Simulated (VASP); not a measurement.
Wanted: the native input for a VASP 6.6.1 run.

| Property | Result |
| --- | --- |
| Task | relaxation of cell and atoms |
| Functional | PBEsol |
| Potentials or basis | VASP PAW PBE potentials, release 64 (Zn, Cu, Sn_d, S) |
| Cutoff | 600 eV |
| k mesh | 10 × 10 × 10 |
| Occupations | gaussian, width 0.03 eV |
| Spin | no spin polarisation |
| Further INCAR settings | ALGO = Normal; EDIFF = 1e-07; IBRION = 2; EDIFFG = -0.005; NSW = 90; ISIF = 3 |

The structure of ZnCu2SnS4 lies in POSCAR:

```
ZnCu2SnS4                               
1.0
   -2.6903155295      2.6903155397      5.3757952232
    2.6903155295     -2.6903155397      5.3757952232
    2.6903155397      2.6903155295     -5.3757952232
  Zn              Cu              Sn              S             
     1     2     1     4
Direct
     0.2500000000000000    0.7500000000000000    0.5000000000000000
     0.0000000000000000    0.0000000000000000    0.0000000000000000
     0.7500000000000000    0.2500000000000000    0.5000000000000000
     0.5000000000000000    0.5000000000000000    0.0000000000000000
     0.3705739971419558    0.8976146920361101    0.0086688371421905
     0.1023853079638899    0.1110541451060804    0.4729593051058528
     0.8889458548939196    0.3619051599997725    0.9913311628578094
     0.6380948400002275    0.6294260028580441    0.5270406948941473
```

One way to write it, as run:

INCAR

```
SYSTEM = ZnCu2SnS4
  ALGO = Normal
  EDIFF = 1E-7
  EDIFFG = -0.005
  ENCUT = 600
  GGA = PS
  IBRION = 2
  ISIF = 3
  ISMEAR = 0
  KPAR = 4
  LASPH = .TRUE.
  LCHARG = .FALSE.
  LREAL = .FALSE.
  LWAVE = .FALSE.
  NELM = 80
  NSW = 90
  PREC = Accurate
  SIGMA = 0.03
```

KPOINTS

```
k-points
0
G
  10 10 10
  0 0 0
```

Potentials or basis: VASP PAW PBE potentials, release 64 (Zn, Cu, Sn_d, S).

Run with:

```sh
$ cat potpaw_PBE.64/Zn/POTCAR potpaw_PBE.64/Cu/POTCAR potpaw_PBE.64/Sn_d/POTCAR potpaw_PBE.64/S/POTCAR > POTCAR
$ mpirun -np 4 vasp_std > vasp.out
```

It gave:

```json
{
 "Relaxed volume": "19.46 Å³/atom",
 "Relaxed cell": "a = 6.587 Å, b = 6.587 Å, c = 6.587 Å, α = 131.79°, β = 131.79°, γ = 70.56°",
 "Space group after relaxing (to 0.1 Å)": "I-4 (No. 82)",
 "Energy gained by relaxing": "0.0 meV/atom",
 "Ionic steps": "2",
 "Pressure after relaxing": "0.0 GPa",
 "Largest force after relaxing": "0.004 eV/Å",
 "Band gap on the k mesh": "0.14 eV"
}
```

Caveat: the PAW data sets were made with another functional, which shifts forces and pressure a little; spin-orbit coupling is left out, which moves the levels of the heavy elements.

Run time: 19 min on 4 MPI ranks on AMD EPYC 7R13 Processor (Zen 3), with other jobs on the host, peak memory 1.2 GiB a rank.
